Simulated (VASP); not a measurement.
# I: relaxation of cell and atoms with PBE

Crystal: I.

```xyz
1
Lattice="2.0150 2.0150 2.0150 -2.0150 2.0150 2.0150 -2.0150 -2.0150 2.0150" Properties=species:S:1:pos:R:3 pbc="T T T"
I     0.0000    0.0000    0.0000
```

```json
{
 "Program": "VASP 6.6.1",
 "Task": "relaxation of cell and atoms",
 "Functional": "PBE",
 "Potentials or basis": "VASP PAW PBE potentials, release 64 (I)",
 "Cutoff": "600 eV",
 "k mesh": "9 × 9 × 9",
 "Occupations": "fermi-dirac, width 0.02 eV",
 "Spin": "no spin polarisation",
 "Target pressure": "20 GPa",
 "Dipole correction": "no",
 "Further INCAR settings": "ALGO = Normal; EDIFF = 1e-06; IBRION = 2; EDIFFG = -0.03; NSW = 80; ISIF = 3"
}
```

```json
{"Relaxed volume": "25.50 Å³/atom", "Relaxed cell": "a = 3.211 Å, b = 3.211 Å, c = 3.211 Å, α = 70.53°, β = 109.47°, γ = 70.53°", "Space group after relaxing (to 0.1 Å)": "Im-3m (No. 229)", "Energy change on relaxing (the run minimises the enthalpy)": "+437.5 meV/atom", "Ionic steps": "5", "Pressure after relaxing": "20.1 GPa", "Band gap on the k mesh": "zero (an odd number of electrons rules out a gap without spin polarisation)"}
```

The path:
```
step  energy change (eV)  largest force (eV/Å)  pressure (GPa)  volume (Å³)
   1              0.0000                0.0000            2.97        32.73
   2              2.2084                0.0000           77.51        18.86
   3              0.3776                0.0000           17.96        26.00
   4              0.4205                0.0000           19.43        25.63
   5              0.4375                0.0000           20.11        25.50
```

Final structure:
```cif
data_structure
_symmetry_space_group_name_H-M 'P 1'
_symmetry_Int_Tables_number 1
_cell_length_a 3.2115
_cell_length_b 3.2115
_cell_length_c 3.2115
_cell_angle_alpha 70.529
_cell_angle_beta 109.471
_cell_angle_gamma 70.529
_cell_volume 25.50
loop_
_atom_site_label
_atom_site_type_symbol
_atom_site_fract_x
_atom_site_fract_y
_atom_site_fract_z
_atom_site_occupancy
I1 I 0.00000 0.00000 0.00000 1
```

Levels at points of the mesh, in eV from the Fermi level:
```csv
k point,band 1,band 2,band 3,band 4,band 5,band 6,band 7
"(0.00, 0.00, 0.00)",-16.13,1.70,1.70,1.70,9.56,9.77,9.77
```

Wall time 47 s on 1 thread of AMD EPYC 7R43 64-Core Processor (Zen 3) (shared host), peak memory 0.13 GiB.

Caveat: the cell is relaxed towards a set pressure, so the run minimises the enthalpy, not the energy; the volume moved by over 15 % at a fixed basis, so the end points are rough; spin-orbit coupling is left out, which moves the levels of the heavy elements; an odd number of electrons without spin polarisation forces a metal; a magnetic or distorted state may lie lower.
